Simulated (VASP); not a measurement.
Input of a VASP 6.6.1 run:

Contents of INCAR:

```
  PREC = Accurate
  ENCUT = 520
  EDIFF = 1E-7
  ISMEAR = 1
  SIGMA = 0.15
  LREAL = F
  LASPH = T
  NELM = 100
  ALGO = Normal
  ISIF = 2
  LWAVE = F
  LCHARG = F
  GGA = PS
  NBANDS = 77
```

File KPOINTS:

```
regular mesh
0
Gamma
  3 3 3
```

POSCAR

```
CdRu2O4
1.0
    0.0000000000      4.3886968700      4.3886968700
    4.3886968700      0.0000000000      4.3886968700
    4.3886968700      4.3886968700      0.0000000000
Cd Ru O
2 4 8
Direct
   -0.0262250967      0.0016255395      0.0014683174
    0.2493717457      0.2665652322      0.2344258513
    0.6210975788      0.6325647640      0.6314728682
    0.1399506546      0.6147993539      0.6728111071
    0.6031600218      0.6291816413      0.1178145849
    0.6430097780      0.1086687037      0.5980684193
    0.3498814216      0.3702797318      0.4107015256
    0.3596354560      0.9057034737      0.8755717503
    0.4410912982      0.3493417398      0.8576021793
    0.8851339281      0.3720722912      0.9074230046
    0.8641909233      0.3651628370      0.3751380077
    0.9156064133      0.8633870400      0.8387681148
    0.4174090976      0.8753650830      0.3381286163
    0.9101357688      0.8642759143      0.3683788259
```

Potentials or basis: VASP PAW PBE potentials, release 64 (Cd, Ru_pv, O).

Run with:

```sh
$ cat potpaw_PBE.64/Cd/POTCAR potpaw_PBE.64/Ru_pv/POTCAR potpaw_PBE.64/O/POTCAR > POTCAR
$ mpirun -np 1 vasp_std > vasp.out
```

(1) What does it give for the band gap on the k mesh?

(2) Predict the pressure.

## Answers

(1) zero (bands 64 and 65 overlap by 0.07 eV).

(2) 1.3 GPa.

Caveat: the k points lie up to 0.41 Å⁻¹ apart; the PAW data sets were made with another functional, which shifts forces and pressure a little.
